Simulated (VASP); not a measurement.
# W (Fm-3m) in VASP: a series of runs

Runs on W. Level: PBE. Tasks: single point, relaxation of cell and atoms.

Program: VASP 6.6.1. These are calculated values, not measurements. Logs are shortened: lines on timing, memory, paths and dates and some standing lists are left out, and cuts for length are marked.

## Step 1: The cell of the first run

Symmetry: Fm-3m, No. 225, cubic system. The conventional cell has a = 3.994 Å, b = 3.994 Å, c = 3.994 Å, α = 90.00°, β = 90.00°, γ = 90.00°. W (site symmetry m-3m) has 12 W at 2.82 Å within 3.7 Å.

This isn't the form of W at room conditions, which is bcc.

## Step 2: Single point, PBE

Contents of INCAR:

```
PREC = Accurate
ENCUT = 500
EDIFF = 1E-6
ISMEAR = 0
SIGMA = 0.05
LREAL = F
LASPH = T
NELM = 120
ALGO = Normal
ISIF = 2
LWAVE = F
LCHARG = F
GGA = PE
NBANDS = 13
GGA_COMPAT = F
```

Contents of KPOINTS:

```
Automatic mesh
0
Gamma
  11 11 11
```

Contents of POSCAR:

```
W
1.0
    0.0000000000      1.9969677537      1.9969677537
    1.9969677537      0.0000000000      1.9969677537
    1.9969677537      1.9969677537      0.0000000000
W
1
Direct
    0.0000000000      0.0000000000      0.0000000000
```

Potentials or basis: VASP PAW PBE potentials, release 64 (W_sv).

Launch:

```sh
$ cat potpaw_PBE.64/W_sv/POTCAR > POTCAR
$ mpirun -np 1 vasp_std > vasp.out
```

OUTCAR:

```text
PREC = Accurate
   ENCUT = 500
   EDIFF = 1E-6
   ISMEAR = 0
   LREAL = F
   LASPH = T
   NELM = 120
   ISIF = 2
   GGA = PE

 ion  position               nearest neighbor table
   1  0.000  0.000  0.000-

  LATTYP: Found a face centered cubic cell.
 ALAT       =     3.9939355074

  Lattice vectors:

 A1 = (   0.0000000000,   1.9969677537,   1.9969677537)
 A2 = (   1.9969677537,   0.0000000000,   1.9969677537)
 A3 = (   1.9969677537,   1.9969677537,   0.0000000000)

Analysis of symmetry for initial positions (statically):
=====================================================================
 Subroutine PRICEL returns:
 Original cell was already a primitive cell.

 Routine SETGRP: Setting up the symmetry group for a
 face centered cubic supercell.

 Subroutine GETGRP returns: Found 48 space group operations
 (whereof 48 operations were pure point group operations)
 out of a pool of 48 trial point group operations.

The static configuration has the point symmetry O_h .

Analysis of symmetry for dynamics (positions and initial velocities):
=====================================================================
 Subroutine PRICEL returns:
 Original cell was already a primitive cell.

 Routine SETGRP: Setting up the symmetry group for a
 face centered cubic supercell.

 Subroutine GETGRP returns: Found 48 space group operations
 (whereof 48 operations were pure point group operations)
 out of a pool of 48 trial point group operations.

The dynamic configuration has the point symmetry O_h .

 Subroutine INISYM returns: Found 48 space group operations
 (whereof 48 operations are pure point group operations),
 and found     1 'primitive' translations

----------------------------------------------------------------------------------------

                                     Primitive cell

  volume of cell :      15.9273

  direct lattice vectors                    reciprocal lattice vectors
     0.000000000  1.996967754  1.996967754    -0.250379606  0.250379606  0.250379606
     1.996967754  0.000000000  1.996967754     0.250379606 -0.250379606  0.250379606
     1.996967754  1.996967754  0.000000000     0.250379606  0.250379606 -0.250379606

  length of vectors
     2.824138881  2.824138881  2.824138881     0.433670199  0.433670199  0.433670199

  position of ions in fractional coordinates (direct lattice)
     0.000000000  0.000000000  0.000000000

  ion indices of the primitive-cell ions
   primitive index   ion index
                 1           1

----------------------------------------------------------------------------------------

 KPOINTS: Automatic mesh

Automatic generation of k-mesh.
 Grid dimensions read from file:
 generate k-points for:   11   11   11

 Generating k-lattice:

  Cartesian coordinates                     Fractional coordinates (reciprocal lattice)
    -0.022761782  0.022761782  0.022761782     0.090909091  0.000000000  0.000000000
     0.022761782 -0.022761782  0.022761782     0.000000000  0.090909091  0.000000000
     0.022761782  0.022761782 -0.022761782     0.000000000  0.000000000  0.090909091

  Length of vectors
     0.039424564  0.039424564  0.039424564

  Shift w.r.t. Gamma in fractional coordinates (k-lattice)
     0.000000000  0.000000000  0.000000000

 Subroutine IBZKPT returns following result:
 ===========================================

 Found     56 irreducible k-points:

 Following reciprocal coordinates:
            Coordinates               Weight
  0.000000  0.000000  0.000000      1.000000
  0.090909  0.000000  0.000000      8.000000
  0.181818  0.000000  0.000000      8.000000
  0.272727  0.000000  0.000000      8.000000
  0.363636  0.000000  0.000000      8.000000
  0.454545  0.000000  0.000000      8.000000
[... 16 lines left out ...]
 -0.272727  0.181818  0.000000     24.000000
 -0.181818  0.181818  0.000000     12.000000
 [... further k-points ...]
   k-points           NKPTS =     56   k-points in BZ     NKDIM =     56   number of bands    NBANDS=     13
   number of dos      NEDOS =    301   number of ions     NIONS =      1
   total plane-waves  NPLWV =  13824
   dimension x,y,z NGX =    24 NGY =   24 NGZ =   24
   dimension x,y,z NGXF=    48 NGYF=   48 NGZF=   48
   ions per type =               1
   NGX,Y,Z   is equivalent  to a cutoff of  14.13, 14.13, 14.13 a.u.
   NGXF,Y,Z  is equivalent  to a cutoff of  28.26, 28.26, 28.26 a.u.
 SYSTEM =  unknown system
   PREC   = accura    normal or accurate (medium, high low for compatibility)
   ISTART =      0    job   : 0-new  1-cont  2-samecut
   ICHARG =      2    charge: 1-file 2-atom 10-const
   ISPIN  =      1    spin polarized calculation?
   LNONCOLLINEAR =      F non collinear calculations
   LSORBIT =      F    spin-orbit coupling
   LASPH  =      T    aspherical Exc in radial PAW
   ENCUT  =  500.0 eV  36.75 Ry    6.06 a.u.   5.15  5.15  5.15*2*pi/ulx,y,z
   NELM   =    120;   NELMIN=  2; NELMDL= -5     # of ELM steps
   EDIFF  = 0.1E-05   stopping-criterion for ELM
   LREAL  =      F    real-space projection
   EDIFFG = 0.1E-04   stopping-criterion for IOM
   NSW    =      0    number of steps for IOM
   IBRION =     -1    ionic relax: 0-MD 1-quasi-New 2-CG
   NFREE  =      0    steps in history (QN), initial steepest desc. (CG)
   ISIF   =      2    stress and relaxation
   ISYM   =      2    0-nonsym 1-usesym 2-fastsym
   POTIM  = 0.5000    time-step for ionic-motion
   TEBEG  =    0.0;   TEEND  =   0.0 temperature during run
   PSTRESS=    0.0 pullay stress
   NELECT =      14.0000    total number of electrons
   NUPDOWN=      -1.0000    fix difference up-down
   EMIN   =  10.00;   EMAX   =-10.00  energy-range for DOS
   EFERMI =   0.00;   METHOD = LEGACY
   ISMEAR =     0;   SIGMA  =   0.05  broadening in eV -4-tet -1-fermi 0-gaus
   EFERMI_NEDOS =   21; number of points for ismear=-14 and -15
   IALGO  =     38    algorithm
   IMIX   =      4    mixing-type and parameters
     AMIX     =   0.40;   BMIX     =  1.00
     AMIX_MAG =   1.60;   BMIX_MAG =  1.00
  volume/ion in A,a.u.               =      15.93       107.48
  Fermi-wavevector in a.u.,A,eV,Ry     =   1.568206  2.963480 33.460403  2.459270
  Thomas-Fermi vector in A             =   2.670272
   LORBIT       =      0    0 simple, 1 ext, 2 COOP (PROOUT), +10 PAW based schemes
   GGA     = PE    functional components
   LHFCALC =     F    Hartree Fock is set to
   AEXX    =    0.0000 exact exchange contribution
   IVDW    =     0    specifies the selected vdW correction
   LEPSILON=     F    determine dielectric tensor
   LRPA    =     F    only Hartree local field effects (RPA)
 non-spin polarized calculation
 Gauss-broadening in eV      SIGMA  =   0.05
  energy-cutoff  :      500.00
  volume of cell :       15.93
 maximum number of plane-waves:       416
 NGX is ok and might be reduce to    24
   NGX = 11   NGY = 11   NGZ = 11

 number of electron      14.0000000 magnetization

 Free energy of the ion-electron system (eV)
  ---------------------------------------------------
  ext. energy  EPLUGINS =         0.00000000
  ---------------------------------------------------
  free energy    TOTEN  =       -12.46433730 eV

  energy without entropy =      -12.46359722  energy(sigma->0) =      -12.46396726

 E-fermi :  10.8800     XC(G=0): -13.6046

 val. band max:       10.8351282591   @ k =  -0.2727   0.0909   0.0000
 cond. band min:      10.9054876468   @ k =   0.1818   0.0909   0.0000
 fundamental gap:      0.0703593877
 Fermi energy:        10.8799937440

 k-point     1 :       0.0000    0.0000    0.0000
  band No.  band energies     occupation
      1     -62.7199      2.00000
      2     -26.3093      2.00000
      3     -26.3093      2.00000
      4     -26.3093      2.00000
      5       1.7574      2.00000
      6      10.3070      2.00000
      7      10.3070      2.00000
      8      10.3070      2.00000
      9      13.5677      0.00000
     10      13.5677      0.00000
     11      23.7295      0.00000
     12      29.0964      0.00000
     13      29.0964      0.00000

 k-point     2 :       0.0909    0.0000    0.0000
  band No.  band energies     occupation
      1     -62.7103      2.00000
      2     -26.4171      2.00000
      3     -26.3230      2.00000
      4     -26.3230      2.00000
      5       2.1294      2.00000
      6      10.0269      2.00000
      7      10.4758      2.00000
      8      10.4758      2.00000
      9      13.4156      0.00000
     10      13.4156      0.00000
     11      24.4637      0.00000
     12      27.7259      0.00000
     13      29.7978      0.00000

 k-point     3 :       0.1818    0.0000    0.0000
  band No.  band energies     occupation
      1     -62.6845      2.00000
      2     -26.6996      2.00000
      3     -26.3594      2.00000
      4     -26.3594      2.00000
      5       3.1239      2.00000
      6       9.4824      2.00000
      7      10.7732      1.99749
      8      10.7732      1.99749
      9      13.2894      0.00000
     10      13.2894      0.00000
     11      25.1826      0.00000
     12      26.8803      0.00000
     13      31.7304      0.00000
[... 305 lines left out ...]
 k-point    23 :      -0.2727    0.1818    0.0000
  band No.  band energies     occupation
      1     -62.6103      2.00000
      2     -27.2280      2.00000
      3     -26.7207      2.00000
      4     -26.4494      2.00000
      5       6.0927      2.00000
      6       8.9111      2.00000
      7       9.4679      2.00000
      8      11.3875      0.00000
      9      13.2118      0.00000
     10      17.1047      0.00000
     11      24.1685      0.00000
     12      27.3177      0.00000
     13      29.1353      0.00000

 k-point    24 :      -0.1818    0.1818    0.0000
  band No.  band energies     occupation
      1     -62.6392      2.00000
      2     -27.0217      2.00000
      3     -26.6084      2.00000
      4     -26.3942      2.00000
      5       5.0166      2.00000
      6       8.7216      2.00000
      7      10.2084      2.00000
      8      11.8678      0.00000
      9      11.9418      0.00000
     10      15.6073      0.00000
     11      25.4451      0.00000
     12      29.0016      0.00000
     13      29.9630      0.00000

 [... further k-points ...]

------------------------ aborting loop because EDIFF is reached ----------------------------------------

  FORCE on cell =-STRESS in cart. coord.  units (eV):
  Direction    XX          YY          ZZ          XY          YZ          ZX
  --------------------------------------------------------------------------------------
  -------------------------------------------------------------------------------------
  Total        1.0478106      1.0478106      1.0478106     -0.0000000      0.0000000      0.0000000
  in kB      105.4023334    105.4023334    105.4023334     -0.0000000      0.0000000      0.0000000
  external PRESSURE =     105.4023334 kB  Pullay stress =       0.0000000 kB

 VOLUME and BASIS-vectors are now :
 -----------------------------------------------------------------------------
  energy-cutoff  :      500.00
  volume of cell :       15.93
      direct lattice vectors                 reciprocal lattice vectors
     0.000000000  1.996967754  1.996967754    -0.250379606  0.250379606  0.250379606
     1.996967754  0.000000000  1.996967754     0.250379606 -0.250379606  0.250379606
     1.996967754  1.996967754  0.000000000     0.250379606  0.250379606 -0.250379606

 POSITION                                       TOTAL-FORCE (eV/Angst)
 -----------------------------------------------------------------------------------
      0.00000      0.00000      0.00000        -0.000000     -0.000000     -0.000000
 -----------------------------------------------------------------------------------
    total drift:                               -0.000000      0.000000      0.000000

  FREE ENERGIE OF THE ION-ELECTRON SYSTEM (eV)
  ---------------------------------------------------
  free  energy   TOTEN  =       -12.4643373039 eV

  energy  without entropy=      -12.4635972203  energy(sigma->0) =      -12.46396726
```

It took 7.7 s on 1 thread of Intel Xeon Platinum 8375C at 2.90GHz (Ice Lake), shared host; peak memory 0.14 GiB.

What came out:

```yaml
Free_energy: -12.4643 eV
Pressure: 10.5 GPa
Band_gap_on_the_k_mesh: zero (bands 7 and 8 overlap by 3.42 eV)
```

Levels at points of the mesh, in eV from the Fermi level:
```
           k point  band 4  band 5  band 6  band 7  band 8  band 9  band 10  band 11
(0.00, 0.00, 0.00)  -37.19   -9.12   -0.57   -0.57   -0.57    2.69     2.69    12.85
```

Caveat: the cell stands under pressure; spin-orbit coupling is left out, which moves the levels of the heavy elements.

## Step 3: Single point, PBE

This run uses another cell than the first one, of 15.49 Å³/atom.

Contents of INCAR:

```
SYSTEM = W
PREC     = Accurate       ! precision mode
ENCUT    = 500            ! plane-wave cutoff, eV
EDIFF    = 1E-6           ! SCF threshold, eV
ISMEAR   = 0              ! smearing method
SIGMA    = 0.05           ! smearing width, eV
LREAL    = .FALSE.        ! projectors in reciprocal space
LASPH    = .TRUE.         ! aspherical terms in the spheres
NELM     = 120            ! most SCF steps
ALGO     = Normal         ! electronic algorithm
ISIF     = 2              ! what is computed and relaxed
LWAVE    = .FALSE.        ! write WAVECAR
LCHARG   = .FALSE.        ! write CHGCAR
GGA      = PE             ! functional
NBANDS   = 13             ! bands
GGA_COMPAT= .FALSE.
```

Contents of KPOINTS:

```
regular mesh
0
G
  11 11 11
  0 0 0
```

Contents of POSCAR:

```
W
1.0
    0.0000000000      1.9783316323      1.9783316323
    1.9783316323      0.0000000000      1.9783316323
    1.9783316323      1.9783316323      0.0000000000
W
1
Direct
    0.0000000000      0.0000000000      0.0000000000
```

Potentials or basis: VASP PAW PBE potentials, release 64 (W_sv).

Launch:

```sh
$ cat potpaw_PBE.64/W_sv/POTCAR > POTCAR
$ mpirun -np 1 vasp_std > vasp.out
```

OUTCAR:

```text
SYSTEM = W
   PREC = Accurate
   ENCUT = 500
   EDIFF = 1E-6
   ISMEAR = 0
   LREAL = .FALSE.
   LASPH = .TRUE.
   NELM = 120
   ISIF = 2
   GGA = PE

 ion  position               nearest neighbor table
   1  0.000  0.000  0.000-

  LATTYP: Found a face centered cubic cell.
 ALAT       =     3.9566632646

  Lattice vectors:

 A1 = (   0.0000000000,   1.9783316323,   1.9783316323)
 A2 = (   1.9783316323,   0.0000000000,   1.9783316323)
 A3 = (   1.9783316323,   1.9783316323,   0.0000000000)

Analysis of symmetry for initial positions (statically):
=====================================================================
 Subroutine PRICEL returns:
 Original cell was already a primitive cell.

 Routine SETGRP: Setting up the symmetry group for a
 face centered cubic supercell.

 Subroutine GETGRP returns: Found 48 space group operations
 (whereof 48 operations were pure point group operations)
 out of a pool of 48 trial point group operations.

[... 166 lines left out ...]

 k-point     1 :       0.0000    0.0000    0.0000
  band No.  band energies     occupation
      1     -62.2760      2.00000
      2     -25.8223      2.00000
      3     -25.8223      2.00000
      4     -25.8223      2.00000
      5       2.0135      2.00000
      6      10.6655      2.00000
      7      10.6655      2.00000
      8      10.6655      2.00000
      9      14.0583      0.00000
     10      14.0583      0.00000
     11      24.1615      0.00000
     12      29.6711      0.00000
     13      29.6711      0.00000
[... 354 lines left out ...]
  band No.  band energies     occupation
      1     -62.1845      2.00000
      2     -26.6060      2.00000
      3     -26.1509      2.00000
      4     -25.9148      2.00000
      5       5.3591      2.00000
      6       9.0334      2.00000
      7      10.5597      2.00000
      8      12.2766      0.00000
      9      12.3574      0.00000
     10      16.1859      0.00000
     11      26.0816      0.00000
     12      29.6270      0.00000
     13      30.7363      0.00000

 [... further k-points ...]

------------------------ aborting loop because EDIFF is reached ----------------------------------------

  FORCE on cell =-STRESS in cart. coord.  units (eV):
  Direction    XX          YY          ZZ          XY          YZ          ZX
  --------------------------------------------------------------------------------------
  -------------------------------------------------------------------------------------
  Total        1.9991318      1.9991318      1.9991318     -0.0000000      0.0000000      0.0000000
  in kB      206.8353281    206.8353281    206.8353281     -0.0000000      0.0000000      0.0000000
  external PRESSURE =     206.8353281 kB  Pullay stress =       0.0000000 kB

 VOLUME and BASIS-vectors are now :
 -----------------------------------------------------------------------------
  energy-cutoff  :      500.00
  volume of cell :       15.49
      direct lattice vectors                 reciprocal lattice vectors
     0.000000000  1.978331632  1.978331632    -0.252738212  0.252738212  0.252738212
     1.978331632  0.000000000  1.978331632     0.252738212 -0.252738212  0.252738212
     1.978331632  1.978331632  0.000000000     0.252738212  0.252738212 -0.252738212

 POSITION                                       TOTAL-FORCE (eV/Angst)
 -----------------------------------------------------------------------------------
      0.00000      0.00000      0.00000        -0.000000     -0.000000      0.000000
 -----------------------------------------------------------------------------------
    total drift:                                0.000000      0.000000      0.000000

  FREE ENERGIE OF THE ION-ELECTRON SYSTEM (eV)
  ---------------------------------------------------
  free  energy   TOTEN  =       -12.4213317397 eV

  energy  without entropy=      -12.4206890520  energy(sigma->0) =      -12.42101040
```

OSZICAR:

```text
N       E                     dE             d eps       ncg     rms          rms(c)
DAV:   1     0.832530414357E+02    0.83253E+02   -0.73408E+03  1472   0.121E+03
DAV:   2    -0.113519988963E+02   -0.94605E+02   -0.91010E+02  1626   0.312E+02
DAV:   3    -0.129792932946E+02   -0.16273E+01   -0.16230E+01  1631   0.394E+01
DAV:   4    -0.129854232015E+02   -0.61299E-02   -0.61298E-02  1616   0.269E+00
DAV:   5    -0.129854729144E+02   -0.49713E-04   -0.49713E-04  1661   0.227E-01    0.212E+01
DAV:   6    -0.125478091048E+02    0.43766E+00   -0.36035E-01  1571   0.804E+00    0.880E+00
DAV:   7    -0.124260408863E+02    0.12177E+00   -0.19509E-01  1621   0.561E+00    0.485E-01
DAV:   8    -0.124213211844E+02    0.47197E-02   -0.38110E-03  1471   0.767E-01    0.153E-01
DAV:   9    -0.124213390355E+02   -0.17851E-04   -0.34972E-05  1704   0.665E-02    0.631E-02
DAV:  10    -0.124213311939E+02    0.78416E-05   -0.82155E-06  1601   0.414E-02    0.850E-03
DAV:  11    -0.124213317397E+02   -0.54576E-06   -0.92391E-08   848   0.368E-03
   1 F= -.12421332E+02 E0= -.12421010E+02  d E =-.642688E-03
```

stdout:

```text
POSCAR found type information on POSCAR W
 POSCAR found :  1 types and       1 ions
 scaLAPACK will be used
 LDA part: xc-table for (Slater+PW92), standard interpolation
 POSCAR, INCAR and KPOINTS ok, starting setup
 FFT: planning ... GRIDC
 FFT: planning ... GRID_SOFT
 FFT: planning ... GRID
 WAVECAR not read
 entering main loop
```

Wall time 6.7 s (1 thread of Intel Xeon Platinum 8375C at 2.90GHz (Ice Lake), shared host); peak memory 0.13 GiB.

What came out:

```yaml
Free_energy: -12.4213 eV
Pressure: 20.7 GPa
Band_gap_on_the_k_mesh: zero (bands 7 and 8 overlap by 3.63 eV)
```

Caveat: the cell stands under pressure; spin-orbit coupling is left out, which moves the levels of the heavy elements.

## Step 4: Single point, PBE

This run uses another cell than the first one, of 16.44 Å³/atom.

Contents of INCAR:

```
  ALGO = Normal
  EDIFF = 1E-6
  ENCUT = 500
  GGA = PE
  GGA_COMPAT = F
  ISIF = 2
  ISMEAR = 0
  LASPH = T
  LCHARG = F
  LREAL = F
  LWAVE = F
  NBANDS = 13
  NELM = 120
  PREC = Accurate
  SIGMA = 0.05
```

Contents of KPOINTS:

```
k-points
0
Gamma
  11 11 11
```

Contents of POSCAR:

```
W
1.0
    0.0000000000      2.0182278247      2.0182278247
    2.0182278247      0.0000000000      2.0182278247
    2.0182278247      2.0182278247      0.0000000000
W
1
Direct
    0.0000000000      0.0000000000      0.0000000000
```

Launch:

```sh
$ cat potpaw_PBE.64/W_sv/POTCAR > POTCAR
$ mpirun -np 1 vasp_std > vasp.out
```

Wall time 8 s (1 thread of Intel Xeon Platinum 8375C at 2.90GHz (Ice Lake), shared host); peak memory 0.14 GiB.

The run converged. Its results:

```yaml
Free_energy: -12.4818 eV
Pressure: 0.4 GPa
Band_gap_on_the_k_mesh: zero (bands 7 and 8 overlap by 3.20 eV)
```

Levels at points of the mesh, in eV from the Fermi level:
```csv
k point,band 4,band 5,band 6,band 7,band 8,band 9,band 10,band 11
"(0.00, 0.00, 0.00)",-37.31,-8.98,-0.55,-0.55,-0.55,2.56,2.56,12.79
```

Caveat: spin-orbit coupling is left out, which moves the levels of the heavy elements.

(Part 1 of 3 ends here.)
